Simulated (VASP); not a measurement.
# CdS (P6_3mc) in VASP: notebook

CdS is run at these levels: r2SCAN; tasks: relaxation of shape and atoms at fixed volume, relaxation of cell and atoms.

Program: VASP 6.6.1. These are calculated values, not measurements. Logs are shortened: lines on timing, memory, paths and dates and some standing lists are left out, and cuts for length are marked.

**1. The cell of the first run**

Symmetry: P6_3mc, No. 186, hexagonal system. Conventional cell: a = 4.122 Å, b = 4.122 Å, c = 6.697 Å, α = 90.00°, β = 90.00°, γ = 120.00°. Cd (site symmetry 3m) has 4 S at 2.52 Å within 3.3 Å. S (site symmetry 3m) has 4 Cd at 2.52 Å within 3.3 Å.

**2. Relaxation of shape and atoms at fixed volume, r2SCAN (volume scaled by 0.97)**

File POSCAR:

```
CdS
1.0
    4.1221185697      0.0000000000      0.0000000000
   -2.0610592849      3.5698593988      0.0000000000
    0.0000000000      0.0000000000      6.6970152067
Cd S
2 2
Direct
    0.3333333333      0.6666666667     -0.0009748770
    0.6666666667      0.3333333333      0.4990251230
    0.3333333333      0.6666666667      0.3759748770
    0.6666666667      0.3333333333      0.8759748770
```

File INCAR.step1:

```
PREC     = Accurate       # precision mode
ENCUT    = 600            # plane-wave cutoff, eV
ISMEAR   = 0              # smearing method
SIGMA    = 0.02           # smearing width, eV
LREAL    = False          # projectors in reciprocal space
LASPH    = True           # aspherical terms in the spheres
NELM     = 100            # most SCF steps
GGA      = PE             # functional
ALGO     = Normal         # electronic algorithm
EDIFF    = 1E-4           # SCF threshold, eV
LWAVE    = True           # write WAVECAR
LCHARG   = False          # write CHGCAR
```

File INCAR.step2:

```
PREC     = Accurate       # precision mode
ENCUT    = 600            # plane-wave cutoff, eV
EDIFF    = 1E-6           # SCF threshold, eV
ISMEAR   = 0              # smearing method
SIGMA    = 0.02           # smearing width, eV
LREAL    = False          # projectors in reciprocal space
LASPH    = True           # aspherical terms in the spheres
NELM     = 100            # most SCF steps
ALGO     = Normal         # electronic algorithm
ISIF     = 4              # what is computed and relaxed
LWAVE    = False          # write WAVECAR
LCHARG   = False          # write CHGCAR
METAGGA  = R2SCAN         # meta-GGA
LMIXTAU  = True         
IBRION   = 2              # ionic algorithm
NSW      = 50             # ionic steps
EDIFFG   = -0.01          # ionic threshold
ISTART   = 1
```

File KPOINTS:

```
Automatic mesh
0
Gamma
  6 6 4
```

Potentials or basis: VASP PAW PBE potentials, release 64 (Cd, S).

Run with:

```console
> cat potpaw_PBE.64/Cd/POTCAR potpaw_PBE.64/S/POTCAR > POTCAR
> cp INCAR.step1 INCAR
> mpirun -np 1 vasp_std > vasp.out
> cp INCAR.step2 INCAR
> mpirun -np 1 vasp_std > vasp.out
```

OUTCAR:

```text
PREC = Accurate
   ENCUT = 600
   EDIFF = 1E-6
   ISMEAR = 0
   LREAL = False
   LASPH = True
   NELM = 100
   ISIF = 4
   METAGGA = R2SCAN
   IBRION = 2
   NSW = 50
   EDIFFG = -0.01
   ISTART = 1

 ion  position               nearest neighbor table
   1  0.333  0.667  0.999-   4 2.52   4 2.52   4 2.52   3 2.52
   2  0.667  0.333  0.499-   3 2.52   3 2.52   3 2.52   4 2.52
   3  0.333  0.667  0.376-   2 2.52   2 2.52   2 2.52   1 2.52
   4  0.667  0.333  0.876-   1 2.52   1 2.52   1 2.52   2 2.52

  LATTYP: Found a hexagonal cell.
 ALAT       =     4.1221185697
 C/A-ratio  =     1.6246537050

  Lattice vectors:

 A1 = (   4.1221185697,   0.0000000000,   0.0000000000)
 A2 = (  -2.0610592849,   3.5698593988,   0.0000000000)
 A3 = (   0.0000000000,   0.0000000000,   6.6970152067)

Analysis of symmetry for initial positions (statically):
=====================================================================
 Subroutine PRICEL returns:
 Original cell was already a primitive cell.

 Routine SETGRP: Setting up the symmetry group for a
 hexagonal supercell.

 Subroutine GETGRP returns: Found 12 space group operations
 (whereof  6 operations were pure point group operations)
 out of a pool of 24 trial point group operations.

The static configuration has the point symmetry C_3v.
 The point group associated with its full space group is C_6v.

Analysis of symmetry for dynamics (positions and initial velocities):
=====================================================================
 Subroutine PRICEL returns:
 Original cell was already a primitive cell.

 Routine SETGRP: Setting up the symmetry group for a
 hexagonal supercell.

 Subroutine GETGRP returns: Found 12 space group operations
 (whereof  6 operations were pure point group operations)
 out of a pool of 24 trial point group operations.

The dynamic configuration has the point symmetry C_3v.
 The point group associated with its full space group is C_6v.

 Subroutine INISYM returns: Found 12 space group operations
 (whereof  6 operations are pure point group operations),
 and found     1 'primitive' translations

----------------------------------------------------------------------------------------

                                     Primitive cell

  volume of cell :      98.5491

  direct lattice vectors                    reciprocal lattice vectors
     4.122118570  0.000000000  0.000000000     0.242593701  0.140061539  0.000000000
    -2.061059285  3.569859399  0.000000000     0.000000000  0.280123077  0.000000000
     0.000000000  0.000000000  6.697015207     0.000000000  0.000000000  0.149320252

  length of vectors
     4.122118570  4.122118570  6.697015207     0.280123077  0.280123077  0.149320252

  position of ions in fractional coordinates (direct lattice)
     0.333333333  0.666666667  0.999025123
     0.666666667  0.333333333  0.499025123
     0.333333333  0.666666667  0.375974877
     0.666666667  0.333333333  0.875974877

  ion indices of the primitive-cell ions
   primitive index   ion index
                 1           1
                 2           2
                 3           3
                 4           4

----------------------------------------------------------------------------------------

 KPOINTS: Automatic mesh

Automatic generation of k-mesh.
 Grid dimensions read from file:
 generate k-points for:    6    6    4

 Generating k-lattice:

  Cartesian coordinates                     Fractional coordinates (reciprocal lattice)
     0.040432284  0.023343590  0.000000000     0.166666667  0.000000000  0.000000000
     0.000000000  0.046687180  0.000000000     0.000000000  0.166666667  0.000000000
     0.000000000  0.000000000  0.037330063     0.000000000  0.000000000  0.250000000

  Length of vectors
     0.046687180  0.046687180  0.037330063

  Shift w.r.t. Gamma in fractional coordinates (k-lattice)
     0.000000000  0.000000000  0.000000000

 Subroutine IBZKPT returns following result:
 ===========================================

 Found     21 irreducible k-points:

 Following reciprocal coordinates:
            Coordinates               Weight
  0.000000  0.000000  0.000000      1.000000
  0.166667 -0.000000  0.000000      6.000000
  0.333333  0.000000  0.000000      6.000000
  0.500000 -0.000000  0.000000      3.000000
  0.166667  0.166667  0.000000      6.000000
  0.333333  0.166667  0.000000     12.000000
[... 13 lines left out ...]
  0.333333  0.166667  0.500000     12.000000
  0.333333  0.333333  0.500000      2.000000
   k-points           NKPTS =     21   k-points in BZ     NKDIM =     21   number of bands    NBANDS=     22
   number of dos      NEDOS =    301   number of ions     NIONS =      4
   total plane-waves  NPLWV =  69984
   dimension x,y,z NGX =    36 NGY =   36 NGZ =   54
   dimension x,y,z NGXF=    72 NGYF=   72 NGZF=  108
   ions per type =               2   2
   NGX,Y,Z   is equivalent  to a cutoff of  14.52, 14.52, 13.40 a.u.
   NGXF,Y,Z  is equivalent  to a cutoff of  29.04, 29.04, 26.81 a.u.
 SYSTEM =  unknown system
   PREC   = accura    normal or accurate (medium, high low for compatibility)
   ISTART =      1    job   : 0-new  1-cont  2-samecut
   ICHARG =      0    charge: 1-file 2-atom 10-const
   ISPIN  =      1    spin polarized calculation?
   LNONCOLLINEAR =      F non collinear calculations
   LSORBIT =      F    spin-orbit coupling
   LASPH  =      T    aspherical Exc in radial PAW
   ENCUT  =  600.0 eV  44.10 Ry    6.64 a.u.   8.23  8.23 13.38*2*pi/ulx,y,z
   NELM   =    100;   NELMIN=  2; NELMDL=  0     # of ELM steps
   EDIFF  = 0.1E-05   stopping-criterion for ELM
   LREAL  =      F    real-space projection
   EDIFFG = -.1E-01   stopping-criterion for IOM
   NSW    =     50    number of steps for IOM
   IBRION =      2    ionic relax: 0-MD 1-quasi-New 2-CG
   NFREE  =      1    steps in history (QN), initial steepest desc. (CG)
   ISIF   =      4    stress and relaxation
   ISYM   =      2    0-nonsym 1-usesym 2-fastsym
   POTIM  = 0.5000    time-step for ionic-motion
   TEBEG  =    0.0;   TEEND  =   0.0 temperature during run
   PSTRESS=    0.0 pullay stress
   NELECT =      36.0000    total number of electrons
   NUPDOWN=      -1.0000    fix difference up-down
   EMIN   =  10.00;   EMAX   =-10.00  energy-range for DOS
   EFERMI =   0.00;   METHOD = LEGACY
   ISMEAR =     0;   SIGMA  =   0.02  broadening in eV -4-tet -1-fermi 0-gaus
   EFERMI_NEDOS =   21; number of points for ismear=-14 and -15
   IALGO  =     38    algorithm
   IMIX   =      4    mixing-type and parameters
     AMIX     =   0.40;   BMIX     =  1.00
     AMIX_MAG =   1.60;   BMIX_MAG =  1.00
  volume/ion in A,a.u.               =      24.64       166.26
  Fermi-wavevector in a.u.,A,eV,Ry     =   1.170284  2.211517 18.634067  1.369565
  Thomas-Fermi vector in A             =   2.306745
   LORBIT       =      0    0 simple, 1 ext, 2 COOP (PROOUT), +10 PAW based schemes
   METAGGA = R2SCAN    functional components
   LHFCALC =     F    Hartree Fock is set to
   AEXX    =    0.0000 exact exchange contribution
   IVDW    =     0    specifies the selected vdW correction
   LEPSILON=     F    determine dielectric tensor
   LRPA    =     F    only Hartree local field effects (RPA)
 conjugate gradient relaxation of ions
 non-spin polarized calculation
 Gauss-broadening in eV      SIGMA  =   0.02
  energy-cutoff  :      600.00
  volume of cell :       98.55
 maximum number of plane-waves:      3306
 NGX is ok and might be reduce to    36
   NGX = 17   NGY = 17   NGZ = 27

 number of electron      36.0000001 magnetization

 Free energy of the ion-electron system (eV)
  ---------------------------------------------------
  ext. energy  EPLUGINS =         0.00000000
  ---------------------------------------------------
  free energy    TOTEN  =       -59.35636037 eV

  energy without entropy =      -59.35636037  energy(sigma->0) =      -59.35636037

 E-fermi :   1.1937     XC(G=0):  -9.7610

 val. band max:        1.1069601990   @ k =   0.0000   0.0000   0.0000
 cond. band min:       2.8103896333   @ k =   0.0000   0.0000   0.0000
 fundamental gap:      1.7034294343
 Fermi energy:         1.1936525448

 k-point     1 :       0.0000    0.0000    0.0000
  band No.  band energies     occupation
      1     -11.8148      2.00000
      2     -11.3720      2.00000
      3      -6.8623      2.00000
      4      -6.8571      2.00000
      5      -6.8571      2.00000
      6      -6.7634      2.00000
[... 14 lines left out ...]
     21       8.0908      0.00000
     22       8.0908      0.00000

 k-point     2 :       0.1667   -0.0000    0.0000
  band No.  band energies     occupation
      1     -11.7175      2.00000
      2     -11.3302      2.00000
      3      -6.8295      2.00000
      4      -6.8163      2.00000
      5      -6.7773      2.00000
      6      -6.7107      2.00000
[... 14 lines left out ...]
     21       7.3019      0.00000
     22       8.4165      0.00000

 k-point     3 :       0.3333    0.0000    0.0000
  band No.  band energies     occupation
      1     -11.5073      2.00000
      2     -11.2605      2.00000
      3      -6.7709      2.00000
      4      -6.7522      2.00000
      5      -6.6153      2.00000
      6      -6.5877      2.00000
[... 14 lines left out ...]
     21       6.8488      0.00000
     22       7.7959      0.00000
[... 401 lines left out ...]
 k-point    20 :       0.3333    0.1667    0.5000
  band No.  band energies     occupation
      1     -11.3040      2.00000
      2     -11.3040      2.00000
      3      -6.6873      2.00000
      4      -6.6873      2.00000
      5      -6.6361      2.00000
      6      -6.6361      2.00000
[... 14 lines left out ...]
     21       7.2698      0.00000
     22       7.2698      0.00000

 k-point    21 :       0.3333    0.3333    0.5000
  band No.  band energies     occupation
      1     -11.2698      2.00000
      2     -11.2698      2.00000
      3      -6.6538      2.00000
      4      -6.6538      2.00000
      5      -6.6349      2.00000
      6      -6.6349      2.00000
[... 14 lines left out ...]
     21       7.5325      0.00000
     22       7.5325      0.00000

------------------------ aborting loop because EDIFF is reached ----------------------------------------

  FORCE on cell =-STRESS in cart. coord.  units (eV):
  Direction    XX          YY          ZZ          XY          YZ          ZX
  --------------------------------------------------------------------------------------
  -------------------------------------------------------------------------------------
  Total        1.4257160      1.4257160      1.4282776     -0.0000000      0.0000000      0.0000000
  in kB       23.1787876     23.1787876     23.2204347     -0.0000000      0.0000000      0.0000000
  external PRESSURE =      23.1926700 kB  Pullay stress =       0.0000000 kB

 VOLUME and BASIS-vectors are now :
 -----------------------------------------------------------------------------
  energy-cutoff  :      600.00
  volume of cell :       98.55
      direct lattice vectors                 reciprocal lattice vectors
     4.122118570  0.000000000  0.000000000     0.242593701  0.140061539  0.000000000
    -2.061059285  3.569859399  0.000000000     0.000000000  0.280123077  0.000000000
     0.000000000  0.000000000  6.697015207     0.000000000  0.000000000  0.149320252

 POSITION                                       TOTAL-FORCE (eV/Angst)
 -----------------------------------------------------------------------------------
     -0.00000      2.37991      6.69049        -0.000000      0.000000      0.003334
      2.06106      1.18995      3.34198         0.000000      0.000000      0.003334
     -0.00000      2.37991      2.51791        -0.000000     -0.000000     -0.003334
      2.06106      1.18995      5.86642        -0.000000      0.000000     -0.003334
 -----------------------------------------------------------------------------------
    total drift:                               -0.000000      0.000000      0.004096

  FREE ENERGIE OF THE ION-ELECTRON SYSTEM (eV)
  ---------------------------------------------------
  free  energy   TOTEN  =       -59.3563603688 eV

  energy  without entropy=      -59.3563603688  energy(sigma->0) =      -59.35636037

 reached required accuracy - stopping structural energy minimisation
```

It took 2.9 min on 1 thread of Intel Xeon 6975P-C (Granite Rapids), shared host; peak memory 0.29 GiB.

Results:

```
Free energy                  : -59.3564 eV
Pressure after relaxing      : 2.3 GPa
Largest force after relaxing : 0.003 eV/Å
Band gap on the k mesh       : 1.70 eV, direct
```

Forces on the atoms (eV/Å):
```
Cd   0.000  0.000  0.003
Cd   0.000  0.000  0.003
S    0.000  0.000 -0.003
S    0.000  0.000 -0.003
```

Final structure:
```cif
data_structure
_symmetry_space_group_name_H-M 'P 1'
_symmetry_Int_Tables_number 1
_cell_length_a 4.1221
_cell_length_b 4.1221
_cell_length_c 6.6970
_cell_angle_alpha 90.000
_cell_angle_beta 90.000
_cell_angle_gamma 120.000
_cell_volume 98.55
loop_
_atom_site_label
_atom_site_type_symbol
_atom_site_fract_x
_atom_site_fract_y
_atom_site_fract_z
_atom_site_occupancy
Cd1 Cd 0.33333 0.66667 0.99903 1
Cd2 Cd 0.66667 0.33333 0.49903 1
S1 S 0.33333 0.66667 0.37597 1
S2 S 0.66667 0.33333 0.87597 1
```

Caveat: the cell differs from its parent crystal (volume scaled by 0.97); the relaxation stopped at its first step, so nothing moved; the PAW data sets were made with another functional, which shifts forces and pressure a little.

**3. Relaxation of cell and atoms, r2SCAN**

This run uses another cell than the first one, of 25.12 Å³/atom, 1.020 times its volume.

File POSCAR:

```
CdS
1.0
    4.1500000000      0.0000000000      0.0000000000
   -2.0750000000      3.5940054257      0.0000000000
    0.0000000000      0.0000000000      6.7370000000
Cd S
2 2
Direct
    0.3333333333      0.6666666667      0.0000000000
    0.6666666667      0.3333333333      0.5000000000
    0.3333333333      0.6666666667      0.3750000000
    0.6666666667      0.3333333333      0.8750000000
```

File INCAR.step1:

```
SYSTEM = CdS
PREC = Accurate ; ENCUT = 600
ISMEAR = 0 ; SIGMA = 0.02
LREAL = .False. ; LASPH = .True.
NELM = 60 ; GGA = PE
ALGO = Normal ; EDIFF = 1E-4
LWAVE = .True. ; LCHARG = .False.
```

File INCAR.step2:

```
SYSTEM = CdS
PREC = Accurate ; ENCUT = 600
EDIFF = 1E-7 ; ISMEAR = 0
SIGMA = 0.02 ; LREAL = .False.
LASPH = .True. ; NELM = 60
ALGO = Normal ; ISIF = 3
LWAVE = .False. ; LCHARG = .False.
METAGGA = R2SCAN ; LMIXTAU = .True.
IBRION = 2 ; NSW = 100
EDIFFG = -0.005 ; ISTART = 1
```

File KPOINTS:

```
regular mesh
0
Gamma
  6 6 4
  0 0 0
```

Potentials or basis: VASP PAW PBE potentials, release 64 (Cd, S).

Run with:

```console
> cat potpaw_PBE.64/Cd/POTCAR potpaw_PBE.64/S/POTCAR > POTCAR
> cp INCAR.step1 INCAR
> mpirun -np 1 vasp_std > vasp.out
> cp INCAR.step2 INCAR
> mpirun -np 1 vasp_std > vasp.out
```

Run time: 22 min. Hardware: 1 thread of Intel Xeon 6975P-C (Granite Rapids), shared host; peak memory 0.3 GiB.

It converged, with:

- Free energy: -59.3812 eV
- Relaxed volume: 25.52 Å³/atom
- Relaxed cell: a = 4.171 Å, b = 4.171 Å, c = 6.776 Å, α = 90.00°, β = 90.00°, γ = 120.00°
- Space group after relaxing (to 0.05 Å): P6_3mc (No. 186)
- Energy gained by relaxing: 1.4 meV/atom
- Ionic steps: 9
- Pressure after relaxing: 0.0 GPa
- Band gap on the k mesh: 1.62 eV, direct

The path:
```tsv
step	energy change (eV)	largest force (eV/Å)	pressure (GPa)	volume (Å³)
1	0.0000	0.0712	0.97	100.48
2	-0.0047	0.0018	-0.39	102.72
3	-0.0055	0.0195	-0.02	102.08
4	-0.0055	0.0186	-0.04	102.11
5	-0.0056	0.0081	-0.01	102.07
6	-0.0056	0.0029	0.00	102.05
7	-0.0056	0.0033	0.01	102.03
8	-0.0056	0.0040	0.04	101.98
9	-0.0056	0.0014	-0.01	102.08
```

Final structure:
```
CELL_PARAMETERS angstrom
4.17084 0.00000 0.00000
-2.08542 3.61205 0.00000
0.00000 0.00000 6.77566
ATOMIC_POSITIONS crystal
Cd 0.33333 0.66667 0.99905
Cd 0.66667 0.33333 0.49905
S 0.33333 0.66667 0.37595
S 0.66667 0.33333 0.87595
```

Levels at points of the mesh, in eV from the valence-band top:
```
           k point  band 15  band 16  band 17  band 18  band 19  band 20  band 21  band 22
(0.00, 0.00, 0.00)    -0.74    -0.04     0.00     0.00     1.62     3.21     6.99     6.99
(0.50, 0.00, 0.00)    -2.58    -1.84    -1.25    -0.74     4.14     4.25     5.43     6.82
(0.00, 0.00, 0.50)    -0.38    -0.38    -0.38    -0.38     3.25     3.25     6.62     6.62
(0.50, 0.00, 0.50)    -1.32    -1.32    -1.29    -1.29     3.87     3.87     5.79     5.79
```

Caveat: the PAW data sets were made with another functional, which shifts forces and pressure a little. Zero-point motion and thermal expansion aren't in these numbers.

**4. Relaxation of shape and atoms at fixed volume, r2SCAN (volume scaled by 1.03)**

File POSCAR:

```
CdS
1.0
    4.2054161346      0.0000000000      0.0000000000
   -2.1027080673      3.6419972061      0.0000000000
    0.0000000000      0.0000000000      6.8323449042
Cd S
2 2
Direct
    0.3333333333      0.6666666667     -0.0009748770
    0.6666666667      0.3333333333      0.4990251230
    0.3333333333      0.6666666667      0.3759748770
    0.6666666667      0.3333333333      0.8759748770
```

File INCAR.step1:

```
SYSTEM = CdS
PREC = Accurate
ENCUT = 600
ISMEAR = 0
SIGMA = 0.02
LREAL = .False.
LASPH = .True.
NELM = 100
GGA = PE
ALGO = Normal
EDIFF = 1E-4
LWAVE = .True.
LCHARG = .False.
```

File INCAR.step2:

```
SYSTEM = CdS
PREC = Accurate
ENCUT = 600
EDIFF = 1E-6
ISMEAR = 0
SIGMA = 0.02
LREAL = .False.
LASPH = .True.
NELM = 100
ALGO = Normal
ISIF = 4
LWAVE = .False.
LCHARG = .False.
METAGGA = R2SCAN
LMIXTAU = .True.
IBRION = 2
NSW = 50
EDIFFG = -0.01
ISTART = 1
```

KPOINTS is that of step 3.

Run with:

```console
> cat potpaw_PBE.64/Cd/POTCAR potpaw_PBE.64/S/POTCAR > POTCAR
> cp INCAR.step1 INCAR
> mpirun -np 1 vasp_std > vasp.out
> cp INCAR.step2 INCAR
> mpirun -np 1 vasp_std > vasp.out
```

Wall time 6.4 min (1 thread of Oxide Virtual Turin-like, shared host); peak memory 0.27 GiB.

It converged, with:

```yaml
Free_energy: -59.3709 eV
Pressure_after_relaxing: -1.4 GPa
Band_gap_on_the_k_mesh: 1.55 eV, direct
```

Final structure:
```xyz
4
Lattice="4.2054 0.0000 0.0000 -2.1027 3.6420 0.0000 0.0000 0.0000 6.8323" Properties=species:S:1:pos:R:3 pbc="T T T"
Cd    0.0000    2.4280    6.8257
Cd    2.1027    1.2140    3.4095
S     0.0000    2.4280    2.5688
S     2.1027    1.2140    5.9850
```

Levels at points of the mesh, in eV from the valence-band top:
```csv
k point,band 16,band 17,band 18,band 19,band 20,band 21
"(0.00, 0.00, 0.00)",-0.03,0.00,0.00,1.55,3.17,6.99
"(0.50, 0.00, 0.00)",-1.75,-1.19,-0.70,4.08,4.24,5.43
"(0.00, 0.00, 0.50)",-0.36,-0.36,-0.36,3.19,3.19,6.58
"(0.50, 0.00, 0.50)",-1.25,-1.23,-1.23,3.85,3.85,5.77
```

Caveat: the cell differs from its parent crystal (volume scaled by 1.03); the relaxation stopped at its first step, so nothing moved; the PAW data sets were made with another functional, which shifts forces and pressure a little.

[end of part 1 of 2]
